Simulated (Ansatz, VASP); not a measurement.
**One calculation of BiPbCl5, two programs**

```xyz
7
Lattice="4.3553 0.0143 0.0012 -0.0295 6.1358 0.0343 -0.0047 -0.3772 9.0647" Properties=species:S:1:pos:R:3 pbc="T T T"
Bi   -0.0255    4.6017    4.4566
Pb    2.1488    4.6400    8.4761
Cl    4.3386    2.3385    3.4380
Cl    4.3332    3.2263    6.7874
Cl    2.1513    5.1220    2.7314
Cl    2.1759   -0.2156    5.9790
Cl   -0.0033    0.1150    9.0471
```

Change from the starting cell: cell x1, atoms moved at random (sigma 0.15 Å) and cell strained at random (1.5 %), then relaxed without symmetry.

Alike in both runs: functional PBE; k mesh 4 × 2 × 2; occupations gaussian, width 0.1 eV; no spin polarisation.

Ansatz relaxed the structure, and its values are those at the end. VASP's run is a single point on that final structure, the one shown.

|  | VASP | Ansatz |
| --- | --- | --- |
| version | VASP 6.6.1 | Ansatz 0.2.0 |
| potentials or method | VASP PAW PBE potentials, release 64 (Bi_d, Pb_d, Cl), cutoff 520 eV | scalar-relativistic, plane waves, PAW |
| valence electrons in the cell | 64 | 64 |

Ansatz gave:

| Property | Result |
| --- | --- |
| gap on the k mesh at the Fermi level (eV) | 3.22 |
| least direct gap on the mesh (eV) | 3.31 |
| pressure (GPa) | 0.0 |
| rms of the force components (eV/Å) | 0.004 |

Question: Which values does VASP return?

Answer: gap on the k mesh at the Fermi level (eV): 3.23; least direct gap on the mesh (eV): 3.32; pressure (GPa): -0.1; rms of the force components (eV/Å): 0.005.

The k mesh is coarse, so the values compare programs but aren't converged. Spin-orbit coupling is off throughout.
